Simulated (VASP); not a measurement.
# La (Fm-3m) in VASP: a series of runs

La is run at these levels: BLYP; tasks: single point.

All numbers are computed with VASP 6.6.1; they aren't measurements. Logs are shortened: lines on timing, memory, paths and dates and some standing lists are left out, and cuts for length are marked.

## Step 1: The cell of the first run

The structure is cubic, space group Fm-3m (No. 225). The conventional cell has a = 5.357 Å, b = 5.357 Å, c = 5.357 Å, α = 90.00°, β = 90.00°, γ = 90.00°. La (site symmetry m-3m) has 12 La at 3.79 Å within 5.0 Å.

This isn't the form of La at room conditions, which is double hcp.

## Step 2: Single point, BLYP (38.43 Å³/atom)

The input, INCAR:

```
PREC = Accurate ; ENCUT = 520
EDIFF = 1E-6 ; ISMEAR = -1
SIGMA = 0.1 ; LREAL = F
LASPH = T ; NELM = 60
ALGO = Normal ; ISIF = 2
LWAVE = F ; LCHARG = F
GGA = B5 ; ALDAX = 1.0
AGGAX = 1.0 ; AGGAC = 1.0
ALDAC = 0.0 ; NBANDS = 12
```

The input, KPOINTS:

```
regular mesh
0
Gamma
  16 16 16
```

The input, POSCAR:

```
La
1.0
    0.0000000000      2.6784903840      2.6784903840
    2.6784903840      0.0000000000      2.6784903840
    2.6784903840      2.6784903840      0.0000000000
La
1
Direct
    0.0000000000      0.0000000000      0.0000000000
```

Potentials or basis: VASP PAW PBE potentials, release 64 (La).

On the command line:

```console
cat potpaw_PBE.64/La/POTCAR > POTCAR
mpirun -np 1 vasp_std > vasp.out
```

OUTCAR:

```text
PREC = Accurate
   ENCUT = 520
   EDIFF = 1E-6
   ISMEAR = -1
   LREAL = F
   LASPH = T
   NELM = 60
   ISIF = 2
   GGA = B5

 ion  position               nearest neighbor table
   1  0.000  0.000  0.000-

  LATTYP: Found a face centered cubic cell.
 ALAT       =     5.3569807680

  Lattice vectors:

 A1 = (   0.0000000000,   2.6784903840,   2.6784903840)
 A2 = (   2.6784903840,   0.0000000000,   2.6784903840)
 A3 = (   2.6784903840,   2.6784903840,   0.0000000000)

Analysis of symmetry for initial positions (statically):
=====================================================================
 Subroutine PRICEL returns:
 Original cell was already a primitive cell.

 Routine SETGRP: Setting up the symmetry group for a
 face centered cubic supercell.

 Subroutine GETGRP returns: Found 48 space group operations
 (whereof 48 operations were pure point group operations)
 out of a pool of 48 trial point group operations.

The static configuration has the point symmetry O_h .

Analysis of symmetry for dynamics (positions and initial velocities):
=====================================================================
 Subroutine PRICEL returns:
 Original cell was already a primitive cell.

 Routine SETGRP: Setting up the symmetry group for a
 face centered cubic supercell.

 Subroutine GETGRP returns: Found 48 space group operations
 (whereof 48 operations were pure point group operations)
 out of a pool of 48 trial point group operations.

The dynamic configuration has the point symmetry O_h .

 Subroutine INISYM returns: Found 48 space group operations
 (whereof 48 operations are pure point group operations),
 and found     1 'primitive' translations

----------------------------------------------------------------------------------------

                                     Primitive cell

  volume of cell :      38.4326

  direct lattice vectors                    reciprocal lattice vectors
     0.000000000  2.678490384  2.678490384    -0.186672315  0.186672315  0.186672315
     2.678490384  0.000000000  2.678490384     0.186672315 -0.186672315  0.186672315
     2.678490384  2.678490384  0.000000000     0.186672315  0.186672315 -0.186672315

  length of vectors
     3.787957428  3.787957428  3.787957428     0.323325934  0.323325934  0.323325934

  position of ions in fractional coordinates (direct lattice)
     0.000000000  0.000000000  0.000000000

  ion indices of the primitive-cell ions
   primitive index   ion index
                 1           1

----------------------------------------------------------------------------------------

 KPOINTS: regular mesh

Automatic generation of k-mesh.
 Grid dimensions read from file:
 generate k-points for:   16   16   16

 Generating k-lattice:

  Cartesian coordinates                     Fractional coordinates (reciprocal lattice)
    -0.011667020  0.011667020  0.011667020     0.062500000  0.000000000  0.000000000
     0.011667020 -0.011667020  0.011667020     0.000000000  0.062500000  0.000000000
     0.011667020  0.011667020 -0.011667020     0.000000000  0.000000000  0.062500000

  Length of vectors
     0.020207871  0.020207871  0.020207871

  Shift w.r.t. Gamma in fractional coordinates (k-lattice)
     0.000000000  0.000000000  0.000000000

 Subroutine IBZKPT returns following result:
 ===========================================

 Found    145 irreducible k-points:

 Following reciprocal coordinates:
            Coordinates               Weight
  0.000000  0.000000  0.000000      1.000000
  0.062500  0.000000  0.000000      8.000000
  0.125000  0.000000  0.000000      8.000000
  0.187500  0.000000  0.000000      8.000000
  0.250000  0.000000  0.000000      8.000000
  0.312500  0.000000  0.000000      8.000000
[... 16 lines left out ...]
 -0.125000  0.062500  0.000000     24.000000
 -0.062500  0.062500  0.000000     12.000000
 [... further k-points ...]
   k-points           NKPTS =    145   k-points in BZ     NKDIM =    145   number of bands    NBANDS=     12
   number of dos      NEDOS =    301   number of ions     NIONS =      1
   total plane-waves  NPLWV =  21952
   dimension x,y,z NGX =    28 NGY =   28 NGZ =   28
   dimension x,y,z NGXF=    56 NGYF=   56 NGZF=   56
   ions per type =               1
   NGX,Y,Z   is equivalent  to a cutoff of  12.29, 12.29, 12.29 a.u.
   NGXF,Y,Z  is equivalent  to a cutoff of  24.58, 24.58, 24.58 a.u.
 SYSTEM =  unknown system
   PREC   = accura    normal or accurate (medium, high low for compatibility)
   ISTART =      0    job   : 0-new  1-cont  2-samecut
   ICHARG =      2    charge: 1-file 2-atom 10-const
   ISPIN  =      1    spin polarized calculation?
   LNONCOLLINEAR =      F non collinear calculations
   LSORBIT =      F    spin-orbit coupling
   LASPH  =      T    aspherical Exc in radial PAW
   ENCUT  =  520.0 eV  38.22 Ry    6.18 a.u.   7.04  7.04  7.04*2*pi/ulx,y,z
   NELM   =     60;   NELMIN=  2; NELMDL= -5     # of ELM steps
   EDIFF  = 0.1E-05   stopping-criterion for ELM
   LREAL  =      F    real-space projection
   EDIFFG = 0.1E-04   stopping-criterion for IOM
   NSW    =      0    number of steps for IOM
   IBRION =     -1    ionic relax: 0-MD 1-quasi-New 2-CG
   NFREE  =      0    steps in history (QN), initial steepest desc. (CG)
   ISIF   =      2    stress and relaxation
   ISYM   =      2    0-nonsym 1-usesym 2-fastsym
   POTIM  = 0.5000    time-step for ionic-motion
   TEBEG  =    0.0;   TEEND  =   0.0 temperature during run
   PSTRESS=    0.0 pullay stress
   NELECT =      11.0000    total number of electrons
   NUPDOWN=      -1.0000    fix difference up-down
   EMIN   =  10.00;   EMAX   =-10.00  energy-range for DOS
   EFERMI =   0.00;   METHOD = LEGACY
   ISMEAR =    -1;   SIGMA  =   0.10  broadening in eV -4-tet -1-fermi 0-gaus
   EFERMI_NEDOS =   21; number of points for ismear=-14 and -15
   IALGO  =     38    algorithm
   IMIX   =      4    mixing-type and parameters
     AMIX     =   0.40;   BMIX     =  1.00
     AMIX_MAG =   1.60;   BMIX_MAG =  1.00
  volume/ion in A,a.u.               =      38.43       259.36
  Fermi-wavevector in a.u.,A,eV,Ry     =   1.078878  2.038784 15.836876  1.163978
  Thomas-Fermi vector in A             =   2.214828
   LORBIT       =      0    0 simple, 1 ext, 2 COOP (PROOUT), +10 PAW based schemes
   GGA     = B5    functional components
   LHFCALC =     F    Hartree Fock is set to
   AEXX    =    0.0000 exact exchange contribution
   IVDW    =     0    specifies the selected vdW correction
   LEPSILON=     F    determine dielectric tensor
   LRPA    =     F    only Hartree local field effects (RPA)
 non-spin polarized calculation
  energy-cutoff  :      520.00
  volume of cell :       38.43
 maximum number of plane-waves:      1056
   NGX = 15   NGY = 15   NGZ = 15

 number of electron      11.0000002 magnetization

 Free energy of the ion-electron system (eV)
  ---------------------------------------------------
  ext. energy  EPLUGINS =         0.00000000
  ---------------------------------------------------
  free energy    TOTEN  =        -3.97846255 eV

  energy without entropy =       -3.91469341  energy(sigma->0) =       -3.94657798

 E-fermi :   8.0721     XC(G=0):  -8.8669

 val. band max:        8.0703279340   @ k =  -0.4375   0.2500   0.0000
 cond. band min:       8.0800660674   @ k =  -0.3750   0.3125   0.0625
 fundamental gap:      0.0097381334
 Fermi energy:         8.0721481697

 k-point     1 :       0.0000    0.0000    0.0000
  band No.  band energies     occupation
      1     -24.8696      2.00000
      2      -7.9327      2.00000
      3      -7.9327      2.00000
      4      -7.9327      2.00000
      5       4.9567      2.00000
      6       9.1780      0.00003
      7       9.4847      0.00000
      8       9.4847      0.00000
      9       9.4847      0.00000
     10       9.6164      0.00000
     11       9.6164      0.00000
     12       9.6164      0.00000

 k-point     2 :       0.0625    0.0000    0.0000
  band No.  band energies     occupation
      1     -24.8633      2.00000
      2      -7.9860      2.00000
      3      -7.9390      2.00000
      4      -7.9390      2.00000
      5       5.0699      2.00000
      6       8.9904      0.00021
      7       9.4863      0.00000
      8       9.4863      0.00000
      9       9.5676      0.00000
     10       9.6216      0.00000
     11       9.6216      0.00000
     12       9.6710      0.00000

 k-point     3 :       0.1250    0.0000    0.0000
  band No.  band energies     occupation
      1     -24.8452      2.00000
      2      -8.1348      2.00000
      3      -7.9568      2.00000
      4      -7.9568      2.00000
      5       5.3846      2.00000
      6       8.7151      0.00322
      7       9.4861      0.00000
      8       9.4861      0.00000
      9       9.5438      0.00000
     10       9.6328      0.00000
     11       9.6328      0.00000
     12       9.8501      0.00000
[... 286 lines left out ...]
 k-point    23 :      -0.1250    0.0625    0.0000
  band No.  band energies     occupation
      1     -24.8320      2.00000
      2      -8.2213      2.00000
      3      -8.0052      2.00000
      4      -7.9545      2.00000
      5       5.6137      2.00000
      6       8.5617      0.01485
      7       9.4074      0.00000
      8       9.4841      0.00000
      9       9.5928      0.00000
     10       9.6205      0.00000
     11       9.6789      0.00000
     12       9.9054      0.00000

 k-point    24 :      -0.0625    0.0625    0.0000
  band No.  band energies     occupation
      1     -24.8531      2.00000
      2      -8.0601      2.00000
      3      -7.9688      2.00000
      4      -7.9404      2.00000
      5       5.2514      2.00000
      6       8.8003      0.00138
      7       9.4675      0.00000
      8       9.4851      0.00000
      9       9.6015      0.00000
     10       9.6162      0.00000
     11       9.6417      0.00000
     12       9.7675      0.00000

 [... further k-points ...]

------------------------ aborting loop because EDIFF is reached ----------------------------------------

  FORCE on cell =-STRESS in cart. coord.  units (eV):
  Direction    XX          YY          ZZ          XY          YZ          ZX
  --------------------------------------------------------------------------------------
  -------------------------------------------------------------------------------------
  Total        0.2306974      0.2306974      0.2306974     -0.0000000      0.0000000      0.0000000
  in kB        9.6172977      9.6172977      9.6172977     -0.0000000      0.0000000      0.0000000
  external PRESSURE =       9.6172977 kB  Pullay stress =       0.0000000 kB

 VOLUME and BASIS-vectors are now :
 -----------------------------------------------------------------------------
  energy-cutoff  :      520.00
  volume of cell :       38.43
      direct lattice vectors                 reciprocal lattice vectors
     0.000000000  2.678490384  2.678490384    -0.186672315  0.186672315  0.186672315
     2.678490384  0.000000000  2.678490384     0.186672315 -0.186672315  0.186672315
     2.678490384  2.678490384  0.000000000     0.186672315  0.186672315 -0.186672315

 POSITION                                       TOTAL-FORCE (eV/Angst)
 -----------------------------------------------------------------------------------
      0.00000      0.00000      0.00000        -0.000000      0.000000      0.000000
 -----------------------------------------------------------------------------------
    total drift:                                0.000000      0.000000      0.000000

  FREE ENERGIE OF THE ION-ELECTRON SYSTEM (eV)
  ---------------------------------------------------
  free  energy   TOTEN  =        -3.9784625509 eV

  energy  without entropy=       -3.9146934094  energy(sigma->0) =       -3.94657798
```

It took 2.5 min on 1 thread of Intel Xeon 8259CL, shared host; peak memory 0.23 GiB.

Results:

* Free energy: -3.9785 eV
* Pressure: 1.0 GPa
* Band gap on the k mesh: zero (an odd number of electrons rules out a gap without spin polarisation)

Caveat: the PAW data sets were made with another functional, which shifts forces and pressure a little; spin-orbit coupling is left out, which moves the levels of the heavy elements.

## Step 3: Single point, BLYP

This run uses another cell than the first one, of 40.03 Å³/atom.

The input, INCAR:

```
AGGAC = 1.0
AGGAX = 1.0
ALDAC = 0.0
ALDAX = 1.0
ALGO = Normal
EDIFF = 1E-7
ENCUT = 520
GGA = B5
ISIF = 2
ISMEAR = -1
LASPH = T
LCHARG = F
LREAL = F
LWAVE = F
NBANDS = 12
NELM = 80
PREC = Accurate
SIGMA = 0.1
```

The input, KPOINTS:

```
k-points
0
Gamma
  16 16 16
```

The input, POSCAR:

```
La
1.0
    0.0000000000      2.7151865931      2.7151865931
    2.7151865931      0.0000000000      2.7151865931
    2.7151865931      2.7151865931      0.0000000000
La
1
Direct
    0.0000000000      0.0000000000      0.0000000000
```

Potentials or basis: VASP PAW PBE potentials, release 64 (La).

On the command line:

```console
cat potpaw_PBE.64/La/POTCAR > POTCAR
mpirun -np 1 vasp_std > vasp.out
```

Run time: 3.7 min. Hardware: 1 thread of Intel Xeon 8259CL, shared host; peak memory 0.24 GiB.

It converged, with:

- Free energy: -3.9827 eV
- Pressure: -0.1 GPa
- Band gap on the k mesh: zero (an odd number of electrons rules out a gap without spin polarisation)

Levels at points of the mesh, in eV from the Fermi level:
| k point | band 3 | band 4 | band 5 | band 6 | band 7 | band 8 |
| --- | --- | --- | --- | --- | --- | --- |
| (0.00, 0.00, 0.00) | -16.13 | -16.13 | -3.13 | 1.07 | 1.38 | 1.38 |
| (0.50, 0.00, 0.00) | -16.27 | -16.27 | -1.61 | 1.11 | 1.21 | 1.21 |
| (0.50, 0.50, 0.00) | -16.52 | -16.52 | -1.75 | -1.22 | 1.54 | 1.54 |

Caveat: the PAW data sets were made with another functional, which shifts forces and pressure a little; spin-orbit coupling is left out, which moves the levels of the heavy elements.

## Step 4: Single point, BLYP (41.64 Å³/atom)

This run uses another cell than the first one, of 41.64 Å³/atom.

The input, INCAR:

```
SYSTEM = La
AGGAC = 1.0 ; AGGAX = 1.0
ALDAC = 0.0 ; ALDAX = 1.0
ALGO = Normal ; EDIFF = 1E-7
ENCUT = 520 ; GGA = B5
ISIF = 2 ; ISMEAR = -1
LASPH = .True. ; LCHARG = .False.
LREAL = .False. ; LWAVE = .False.
NBANDS = 12 ; NELM = 80
PREC = Accurate ; SIGMA = 0.1
```

The input, KPOINTS:

```
k-points
0
Gamma
  16 16 16
  0 0 0
```

The input, POSCAR:

```
La
1.0
    0.0000000000      2.7509168299      2.7509168299
    2.7509168299      0.0000000000      2.7509168299
    2.7509168299      2.7509168299      0.0000000000
La
1
Direct
    0.0000000000      0.0000000000      0.0000000000
```

On the command line:

```console
cat potpaw_PBE.64/La/POTCAR > POTCAR
mpirun -np 1 vasp_std > vasp.out
```

It took 3.8 min on 1 thread of Intel Xeon 8259CL, shared host; peak memory 0.24 GiB.

Results (log left out):

```yaml
Free_energy: -3.9772 eV
Pressure: -1.0 GPa
Band_gap_on_the_k_mesh: zero (an odd number of electrons rules out a gap without spin polarisation)
```

Levels at points of the mesh, in eV from the Fermi level:
```tsv
k point	band 3	band 4	band 5	band 6	band 7	band 8
(0.00, 0.00, 0.00)	-16.24	-16.24	-3.14	1.02	1.35	1.35
(0.50, 0.00, 0.00)	-16.37	-16.37	-1.58	1.06	1.19	1.19
(0.50, 0.50, 0.00)	-16.60	-16.60	-1.66	-1.15	1.44	1.45
```

Caveat: the PAW data sets were made with another functional, which shifts forces and pressure a little; spin-orbit coupling is left out, which moves the levels of the heavy elements.

(Part 1 of 2 ends here.)
